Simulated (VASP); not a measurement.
Here is a VASP 6.6.1 calculation.

Contents of INCAR:

```
PREC     = Accurate       # precision mode
ENCUT    = 520            # plane-wave cutoff, eV
EDIFF    = 1E-7           # SCF threshold, eV
ISMEAR   = -1             # smearing method
SIGMA    = 0.1            # smearing width, eV
LREAL    = False          # projectors in reciprocal space
LASPH    = True           # aspherical terms in the spheres
NELM     = 60             # most SCF steps
ALGO     = Normal         # electronic algorithm
ISIF     = 2              # what is computed and relaxed
LWAVE    = False          # write WAVECAR
LCHARG   = False          # write CHGCAR
GGA      = RP             # functional
NBANDS   = 22             # bands
```

File KPOINTS:

```
Automatic mesh
0
Gamma
  11 11 11
```

File POSCAR:

```
Rh
1.0
    0.0000000000      2.7437367431      2.7437367431
    2.7437367431      0.0000000000      2.7437367431
    2.7437367431      2.7437367431      0.0000000000
Rh
2
Direct
    0.1250000000      0.1250000000      0.1250000000
    0.8750000000      0.8750000000      0.8750000000
```

Potentials or basis: VASP PAW PBE potentials, release 64 (Rh_pv).

Run with:

```sh
$ cat potpaw_PBE.64/Rh_pv/POTCAR > POTCAR
$ mpirun -np 1 vasp_std > vasp.out
```

What does it give for the pressure?

5.3 GPa.

Predict the band gap on the k mesh.

zero (bands 15 and 16 overlap by 1.15 eV).

Caveat: the cell stands under pressure; the PAW data sets were made with another functional, which shifts forces and pressure a little.
